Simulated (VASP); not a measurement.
Cr, 2 atoms in the cell. The structure is hexagonal, space group P6_3/mmc (No. 194). The conventional cell has a = 2.593 Å, b = 2.593 Å, c = 4.064 Å, α = 90.00°, β = 90.00°, γ = 120.00°. Cr (site symmetry -6m2) has 12 Cr at 2.52 to 2.59 Å within 3.3 Å. This isn't the form of Cr at room conditions, which is bcc.

```yaml
Program: VASP 6.6.1
Task: single point
Functional: PBE
Potentials_or_basis: VASP PAW PBE potentials, release 64 (Cr_pv)
Cutoff: 520 eV
k_mesh: 15 × 15 × 8
Occupations: fermi-dirac, width 0.1 eV
Spin: no spin polarisation
Dipole_correction: no
k_mesh_for_the_DOS: 23 × 23 × 12
Occupations_for_the_DOS: tetrahedron
Further_INCAR_settings: ALGO = Normal; EDIFF = 1e-06
```

Potentials or basis: VASP PAW PBE potentials, release 64 (Cr_pv).

Run with:

```console
$ cat potpaw_PBE.64/Cr_pv/POTCAR > POTCAR
$ cp INCAR.step1 INCAR
$ cp KPOINTS.step1 KPOINTS
$ mpirun -np 1 vasp_std > vasp.out
$ cp INCAR.step2 INCAR
$ cp KPOINTS.step2 KPOINTS
$ mpirun -np 1 vasp_std > vasp.out
```

Hardware: 1 thread of Intel Xeon 8259CL (shared host).

Question: How long does it take, and how much memory?

Answer: Run time: 6.7 min on 1 thread of Intel Xeon 8259CL, with other jobs on the host, peak memory 0.45 GiB. Counts: k points 1008.
